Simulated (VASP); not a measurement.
# HfN (rocksalt type) (Fm-3m) in VASP: notebook

Runs on HfN (rocksalt type). Level: r2SCAN. Tasks: single point, relaxation of cell and atoms.

All numbers are computed with VASP 6.6.1; they aren't measurements. Logs are shortened: lines on timing, memory, paths and dates and some standing lists are left out, and cuts for length are marked.

## Step 1: The cell of the first run

Symmetry: Fm-3m, No. 225, cubic system. Conventional cell: a = 4.526 Å, b = 4.526 Å, c = 4.526 Å, α = 90.00°, β = 90.00°, γ = 90.00°. Hf (site symmetry m-3m) has 6 N at 2.26 Å within 3.0 Å. N (site symmetry m-3m) has 6 Hf at 2.26 Å within 3.0 Å.

## Step 2: Single point, r2SCAN

Input file POSCAR:

```
HfN
1.0
    0.0000000000      2.2627800160      2.2627800160
    2.2627800160      0.0000000000      2.2627800160
    2.2627800160      2.2627800160      0.0000000000
Hf N
1 1
Direct
    0.0000000000      0.0000000000      0.0000000000
    0.5000000000      0.5000000000      0.5000000000
```

Input file INCAR.step1:

```
ALGO = Normal ; EDIFF = 1E-4
ENCUT = 520 ; GGA = PE
ISMEAR = -1 ; LASPH = T
LCHARG = F ; LREAL = F
LWAVE = T ; NBANDS = 14
NELM = 80 ; PREC = Accurate
SIGMA = 0.1
```

Input file INCAR.step2:

```
ALGO = Normal ; EDIFF = 1E-7
ENCUT = 520 ; ISIF = 2
ISMEAR = -1 ; ISTART = 1
LASPH = T ; LCHARG = F
LMIXTAU = T ; LREAL = F
LWAVE = F ; METAGGA = R2SCAN
NBANDS = 14 ; NELM = 80
PREC = Accurate ; SIGMA = 0.1
```

Input file KPOINTS:

```
k-points
0
Gamma
  17 17 17
```

Potentials or basis: VASP PAW PBE potentials, release 64 (Hf_pv, N).

Started as:

```bash
$ cat potpaw_PBE.64/Hf_pv/POTCAR potpaw_PBE.64/N/POTCAR > POTCAR
$ cp INCAR.step1 INCAR
$ mpirun -np 1 vasp_std > vasp.out
$ cp INCAR.step2 INCAR
$ mpirun -np 1 vasp_std > vasp.out
```

OUTCAR:

```text
EDIFF = 1E-7
   ENCUT = 520
   ISIF = 2
   ISMEAR = -1
   ISTART = 1
   LASPH = T
   LREAL = F
   METAGGA = R2SCAN
   NELM = 80
   PREC = Accurate

 ion  position               nearest neighbor table
   1  0.000  0.000  0.000-   2 2.26   2 2.26   2 2.26   2 2.26   2 2.26   2 2.26
   2  0.500  0.500  0.500-   1 2.26   1 2.26   1 2.26   1 2.26   1 2.26   1 2.26

  LATTYP: Found a face centered cubic cell.
 ALAT       =     4.5255600320

  Lattice vectors:

 A1 = (   0.0000000000,   2.2627800160,   2.2627800160)
 A2 = (   2.2627800160,   0.0000000000,   2.2627800160)
 A3 = (   2.2627800160,   2.2627800160,   0.0000000000)

Analysis of symmetry for initial positions (statically):
=====================================================================
 Subroutine PRICEL returns:
 Original cell was already a primitive cell.

 Routine SETGRP: Setting up the symmetry group for a
 face centered cubic supercell.

 Subroutine GETGRP returns: Found 48 space group operations
 (whereof 48 operations were pure point group operations)
 out of a pool of 48 trial point group operations.

The static configuration has the point symmetry O_h .

Analysis of symmetry for dynamics (positions and initial velocities):
=====================================================================
 Subroutine PRICEL returns:
 Original cell was already a primitive cell.

 Routine SETGRP: Setting up the symmetry group for a
 face centered cubic supercell.

 Subroutine GETGRP returns: Found 48 space group operations
 (whereof 48 operations were pure point group operations)
 out of a pool of 48 trial point group operations.

The dynamic configuration has the point symmetry O_h .

 Subroutine INISYM returns: Found 48 space group operations
 (whereof 48 operations are pure point group operations),
 and found     1 'primitive' translations

----------------------------------------------------------------------------------------

                                     Primitive cell

  volume of cell :      23.1717

  direct lattice vectors                    reciprocal lattice vectors
     0.000000000  2.262780016  2.262780016    -0.220967127  0.220967127  0.220967127
     2.262780016  0.000000000  2.262780016     0.220967127 -0.220967127  0.220967127
     2.262780016  2.262780016  0.000000000     0.220967127  0.220967127 -0.220967127

  length of vectors
     3.200054187  3.200054187  3.200054187     0.382726291  0.382726291  0.382726291

  position of ions in fractional coordinates (direct lattice)
     0.000000000  0.000000000  0.000000000
     0.500000000  0.500000000  0.500000000

  ion indices of the primitive-cell ions
   primitive index   ion index
                 1           1
                 2           2

----------------------------------------------------------------------------------------

 KPOINTS: k-points

Automatic generation of k-mesh.
 Grid dimensions read from file:
 generate k-points for:   17   17   17

 Generating k-lattice:

  Cartesian coordinates                     Fractional coordinates (reciprocal lattice)
    -0.012998066  0.012998066  0.012998066     0.058823529  0.000000000  0.000000000
     0.012998066 -0.012998066  0.012998066     0.000000000  0.058823529  0.000000000
     0.012998066  0.012998066 -0.012998066     0.000000000  0.000000000  0.058823529

  Length of vectors
     0.022513311  0.022513311  0.022513311

  Shift w.r.t. Gamma in fractional coordinates (k-lattice)
     0.000000000  0.000000000  0.000000000

 Subroutine IBZKPT returns following result:
 ===========================================

 Found    165 irreducible k-points:

 Following reciprocal coordinates:
            Coordinates               Weight
  0.000000  0.000000  0.000000      1.000000
  0.058824  0.000000  0.000000      8.000000
  0.117647  0.000000  0.000000      8.000000
  0.176471  0.000000  0.000000      8.000000
  0.235294  0.000000  0.000000      8.000000
  0.294118  0.000000  0.000000      8.000000
[... 16 lines left out ...]
 -0.176471  0.058824  0.000000     24.000000
 -0.117647  0.058824  0.000000     24.000000
 [... further k-points ...]
   k-points           NKPTS =    165   k-points in BZ     NKDIM =    165   number of bands    NBANDS=     14
   number of dos      NEDOS =    301   number of ions     NIONS =      2
   total plane-waves  NPLWV =  13824
   dimension x,y,z NGX =    24 NGY =   24 NGZ =   24
   dimension x,y,z NGXF=    48 NGYF=   48 NGZF=   48
   ions per type =               1   1
   NGX,Y,Z   is equivalent  to a cutoff of  12.47, 12.47, 12.47 a.u.
   NGXF,Y,Z  is equivalent  to a cutoff of  24.94, 24.94, 24.94 a.u.
 SYSTEM =  unknown system
   PREC   = accura    normal or accurate (medium, high low for compatibility)
   ISTART =      1    job   : 0-new  1-cont  2-samecut
   ICHARG =      0    charge: 1-file 2-atom 10-const
   ISPIN  =      1    spin polarized calculation?
   LNONCOLLINEAR =      F non collinear calculations
   LSORBIT =      F    spin-orbit coupling
   LASPH  =      T    aspherical Exc in radial PAW
   ENCUT  =  520.0 eV  38.22 Ry    6.18 a.u.   5.95  5.95  5.95*2*pi/ulx,y,z
   NELM   =     80;   NELMIN=  2; NELMDL=  0     # of ELM steps
   EDIFF  = 0.1E-06   stopping-criterion for ELM
   LREAL  =      F    real-space projection
   EDIFFG = 0.1E-05   stopping-criterion for IOM
   NSW    =      0    number of steps for IOM
   IBRION =     -1    ionic relax: 0-MD 1-quasi-New 2-CG
   NFREE  =      0    steps in history (QN), initial steepest desc. (CG)
   ISIF   =      2    stress and relaxation
   ISYM   =      2    0-nonsym 1-usesym 2-fastsym
   POTIM  = 0.5000    time-step for ionic-motion
   TEBEG  =    0.0;   TEEND  =   0.0 temperature during run
   PSTRESS=    0.0 pullay stress
   NELECT =      15.0000    total number of electrons
   NUPDOWN=      -1.0000    fix difference up-down
   EMIN   =  10.00;   EMAX   =-10.00  energy-range for DOS
   EFERMI =   0.00;   METHOD = LEGACY
   ISMEAR =    -1;   SIGMA  =   0.10  broadening in eV -4-tet -1-fermi 0-gaus
   EFERMI_NEDOS =   21; number of points for ismear=-14 and -15
   IALGO  =     38    algorithm
   IMIX   =      4    mixing-type and parameters
     AMIX     =   0.40;   BMIX     =  1.00
     AMIX_MAG =   1.60;   BMIX_MAG =  1.00
  volume/ion in A,a.u.               =      11.59        78.19
  Fermi-wavevector in a.u.,A,eV,Ry     =   1.416184  2.676199 27.287521  2.005576
  Thomas-Fermi vector in A             =   2.537545
   LORBIT       =      0    0 simple, 1 ext, 2 COOP (PROOUT), +10 PAW based schemes
   METAGGA = R2SCAN    functional components
   LHFCALC =     F    Hartree Fock is set to
   AEXX    =    0.0000 exact exchange contribution
   IVDW    =     0    specifies the selected vdW correction
   LEPSILON=     F    determine dielectric tensor
   LRPA    =     F    only Hartree local field effects (RPA)
 non-spin polarized calculation
  energy-cutoff  :      520.00
  volume of cell :       23.17
 maximum number of plane-waves:       638
   NGX = 11   NGY = 11   NGZ = 11

 number of electron      15.0000000 magnetization

 Free energy of the ion-electron system (eV)
  ---------------------------------------------------
  ext. energy  EPLUGINS =         0.00000000
  ---------------------------------------------------
  free energy    TOTEN  =       -58.24294271 eV

  energy without entropy =      -58.22246974  energy(sigma->0) =      -58.23270623

 E-fermi :   8.4982     XC(G=0): -13.5320

 val. band max:        8.4844178738   @ k =  -0.3529   0.3529   0.0588
 cond. band min:       8.5179110803   @ k =  -0.4706   0.2353   0.0000
 fundamental gap:      0.0334932065
 Fermi energy:         8.4981830181

 k-point     1 :       0.0000    0.0000    0.0000
  band No.  band energies     occupation
      1     -24.0681      2.00000
      2     -24.0681      2.00000
      3     -24.0681      2.00000
      4     -10.1851      2.00000
      5       5.0642      2.00000
      6       5.0642      2.00000
      7       5.0642      2.00000
      8       8.1513      1.93956
      9       8.1513      1.93956
     10       8.1513      1.93956
     11      10.4858      0.00000
     12      10.4858      0.00000
     13      10.4986      0.00000
     14      18.5229      0.00000

 k-point     2 :       0.0588    0.0000    0.0000
  band No.  band energies     occupation
      1     -24.1035      2.00000
      2     -24.0709      2.00000
      3     -24.0709      2.00000
      4     -10.1059      2.00000
      5       4.7109      2.00000
      6       4.8582      2.00000
      7       4.8582      2.00000
      8       8.2475      1.84928
      9       8.2712      1.81261
     10       8.2713      1.81261
     11      10.7577      0.00000
     12      10.7577      0.00000
     13      10.7589      0.00000
     14      18.7984      0.00000

 k-point     3 :       0.1176    0.0000    0.0000
  band No.  band energies     occupation
      1     -24.2034      2.00000
      2     -24.0788      2.00000
      3     -24.0788      2.00000
      4      -9.8771      2.00000
      5       3.8815      2.00000
      6       4.3617      2.00000
      7       4.3617      2.00000
      8       8.4288      1.33373
      9       8.5928      0.55920
     10       8.5928      0.55920
     11      11.4401      0.00000
     12      11.4815      0.00000
     13      11.4815      0.00000
     14      19.4400      0.00000
[... 324 lines left out ...]
 k-point    23 :      -0.1765    0.0588    0.0000
  band No.  band energies     occupation
      1     -24.4136      2.00000
      2     -24.1278      2.00000
      3     -24.0838      2.00000
      4      -9.3399      2.00000
      5       2.3811      2.00000
      6       3.3435      2.00000
      7       3.7844      2.00000
      8       8.6749      0.29191
      9       9.0179      0.01100
     10       9.8551      0.00000
     11      11.8285      0.00000
     12      13.2307      0.00000
     13      13.4889      0.00000
     14      19.4399      0.00000

 k-point    24 :      -0.1176    0.0588    0.0000
  band No.  band energies     occupation
      1     -24.2624      2.00000
      2     -24.1087      2.00000
      3     -24.0738      2.00000
      4      -9.7132      2.00000
      5       3.3110      2.00000
      6       3.9163      2.00000
      7       4.3475      2.00000
      8       8.4503      1.23510
      9       8.5704      0.65369
     10       9.2340      0.00127
     11      11.0279      0.00000
     12      12.2668      0.00000
     13      12.3801      0.00000
     14      19.4399      0.00000

 [... further k-points ...]

------------------------ aborting loop because EDIFF is reached ----------------------------------------

  FORCE on cell =-STRESS in cart. coord.  units (eV):
  Direction    XX          YY          ZZ          XY          YZ          ZX
  --------------------------------------------------------------------------------------
  -------------------------------------------------------------------------------------
  Total       -0.3783161     -0.3783161     -0.3783161      0.0000000     -0.0000000      0.0000000
  in kB      -26.1582342    -26.1582342    -26.1582342      0.0000000     -0.0000000      0.0000000
  external PRESSURE =     -26.1582342 kB  Pullay stress =       0.0000000 kB

 VOLUME and BASIS-vectors are now :
 -----------------------------------------------------------------------------
  energy-cutoff  :      520.00
  volume of cell :       23.17
      direct lattice vectors                 reciprocal lattice vectors
     0.000000000  2.262780016  2.262780016    -0.220967127  0.220967127  0.220967127
     2.262780016  0.000000000  2.262780016     0.220967127 -0.220967127  0.220967127
     2.262780016  2.262780016  0.000000000     0.220967127  0.220967127 -0.220967127

 POSITION                                       TOTAL-FORCE (eV/Angst)
 -----------------------------------------------------------------------------------
      0.00000      0.00000      0.00000        -0.000000      0.000000     -0.000000
      2.26278      2.26278      2.26278         0.000000      0.000000      0.000000
 -----------------------------------------------------------------------------------
    total drift:                                0.000000     -0.000000     -0.000000

  FREE ENERGIE OF THE ION-ELECTRON SYSTEM (eV)
  ---------------------------------------------------
  free  energy   TOTEN  =       -58.2429427112 eV

  energy  without entropy=      -58.2224697409  energy(sigma->0) =      -58.23270623
```

Run time: 60 s. Hardware: 1 thread of Intel Xeon 6975P-C (Granite Rapids), shared host; peak memory 0.18 GiB.

What came out:

| Quantity | Value |
| --- | --- |
| Free energy | -58.2429 eV |
| Pressure | -2.6 GPa |
| Band gap on the k mesh | zero (an odd number of electrons rules out a gap without spin polarisation) |

Levels at points of the mesh, in eV from the Fermi level:
```tsv
k point	band 4	band 5	band 6	band 7	band 8	band 9	band 10	band 11	band 12	band 13
(0.00, 0.00, 0.00)	-18.68	-3.43	-3.43	-3.43	-0.35	-0.35	-0.35	1.99	1.99	2.00
```

Caveat: the PAW data sets were made with another functional, which shifts forces and pressure a little; spin-orbit coupling is left out, which moves the levels of the heavy elements; an odd number of electrons without spin polarisation forces a metal; a magnetic or distorted state may lie lower.

(Continued in part 2 of 2.)

The gap in the log of VASP goes by the Fermi energy; the results here count the filled bands.